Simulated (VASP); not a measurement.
A run of VASP 6.6.1 is set up as follows.

File INCAR:

```
SYSTEM = Sb
PREC = Accurate
ENCUT = 520
EDIFF = 1E-8
ISMEAR = -1
SIGMA = 0.05
LREAL = .FALSE.
LASPH = .TRUE.
NELM = 60
ALGO = Normal
ISIF = 2
LWAVE = .FALSE.
LCHARG = .FALSE.
GGA = PE
LEFG = .TRUE.
NBANDS = 8
```

The input KPOINTS:

```
regular mesh
0
G
  19 19 19
  0 0 0
```

The input POSCAR:

```
Sb
1.0
   -1.5050000000      1.5050000000      2.4304000000
    1.5050000000     -1.5050000000      2.4304000000
    1.5050000000      1.5050000000     -2.4304000000
Sb
1
Direct
    0.0000000000      0.0000000000      0.0000000000
```

Potentials or basis: VASP PAW PBE potentials, release 64 (Sb).

Run with:

```bash
$ cat potpaw_PBE.64/Sb/POTCAR > POTCAR
$ mpirun -np 1 vasp_std > vasp.out
```

Task: What does it give for the pressure?

Result: 21.9 GPa.

Task: Predict the band gap on the k mesh.

Result: Zero (an odd number of electrons rules out a gap without spin polarisation).

Electric field gradients, principal values (V/Å²):
```tsv
atom	least	middle	greatest (by size)
1 Sb	-15.423	-15.423	30.846
```

Caveat: the cell differs from its parent crystal (zz strain of -2 %); the cell stands under pressure; without QUAD_EFG the Cq values of the log hold for a quadrupole moment of 1 mb, not for the nuclei; spin-orbit coupling is left out, which moves the levels of the heavy elements.
